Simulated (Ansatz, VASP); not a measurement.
Ni: VASP beside Ansatz

POSCAR

```
Ni
1.0
    2.3788041079      0.0000000000      0.0000000000
   -1.1894020539      2.0601047881      0.0000000000
    0.0000000000      0.0000000000      3.9237607627
Ni
2
Direct
    0.3333333333      0.6666666667      0.2500000000
    0.6666666667      0.3333333333      0.7500000000
```

Contents of INCAR.step1:

```
SYSTEM = Ni
ALGO     = Normal         ! electronic algorithm
EDIFF    = 1E-4           ! SCF threshold, eV
ENCUT    = 520            ! plane-wave cutoff, eV
GGA      = PE             ! functional
ISMEAR   = -1             ! smearing method
LASPH    = .TRUE.         ! aspherical terms in the spheres
LCHARG   = .FALSE.        ! write CHGCAR
LREAL    = .FALSE.        ! projectors in reciprocal space
LWAVE    = .TRUE.         ! write WAVECAR
NBANDS   = 17             ! bands
NELM     = 80             ! most SCF steps
PREC     = Accurate       ! precision mode
SIGMA    = 0.1            ! smearing width, eV
```

INCAR.step2

```
SYSTEM = Ni
ALGO     = Normal         ! electronic algorithm
EDIFF    = 1E-6           ! SCF threshold, eV
ENCUT    = 520            ! plane-wave cutoff, eV
ISIF     = 2              ! what is computed and relaxed
ISMEAR   = -1             ! smearing method
ISTART   = 1            
LASPH    = .TRUE.         ! aspherical terms in the spheres
LCHARG   = .FALSE.        ! write CHGCAR
LMIXTAU  = .TRUE.       
LREAL    = .FALSE.        ! projectors in reciprocal space
LWAVE    = .FALSE.        ! write WAVECAR
METAGGA  = R2SCAN         ! meta-GGA
NBANDS   = 17             ! bands
NELM     = 80             ! most SCF steps
PREC     = Accurate       ! precision mode
SIGMA    = 0.1            ! smearing width, eV
```

The input KPOINTS:

```
k-points
0
G
  17 17 9
  0 0 0
```

Input for Ansatz:

```yaml
crystal:
  lattice:
    - [2.3788041079, 0.0, 0.0]
    - [-1.1894020539, 2.0601047881, 0.0]
    - [0.0, 0.0, 3.9237607627]
  atoms:
    - { symbol: Ni, position: [0.3333333333, 0.6666666667, 0.25] }
    - { symbol: Ni, position: [0.6666666667, 0.3333333333, 0.75] }
hamiltonian:
  xc: r2scan
  pseudopotentials:
    kind: paw
    azcp:
      Ni: "pseudopotentials/Ni.paw.azcp"
basis:
  ecutwfc: 500
  fft_grid_basis: typed
kpoints:
  mp_grid: { grid: [17, 17, 9], shift: [0, 0, 0] }
magnetization:
  spin_polarized: false
scf:
  occupations: { method: fermi_dirac, width: 0.1 }
  lower_state_search: "off"
output:
  stress: true
```

Alike in both runs: task single point; functional r2SCAN; k mesh 17 × 17 × 9; occupations fermi-dirac, width 0.1 eV; no spin polarisation.

|  | VASP | Ansatz |
| --- | --- | --- |
| version | VASP 6.6.1 | Ansatz 0.2.0 |
| potentials or method | VASP PAW PBE potentials, release 64 (Ni), cutoff 520 eV | plane waves (500 eV) with PAW, scalar-relativistic |
| valence electrons in the cell | 20 | 36 |

|  | VASP | Ansatz | Ansatz less VASP |
| --- | --- | --- | --- |
| pressure (GPa) | 23.6 | 23.1 | -0.49 |
| traceless stress, the component that is largest in VASP (GPa) | -0.11 | 0.00 | +0.111 |

VASP's potentials were made for PBE, not for r2SCAN. With one functional, cell and mesh, what is left measures potentials, basis and numerics. VASP's potentials hold 20 valence electrons a cell and Ansatz's 36, so a difference there can come from the potentials and not from the codes.
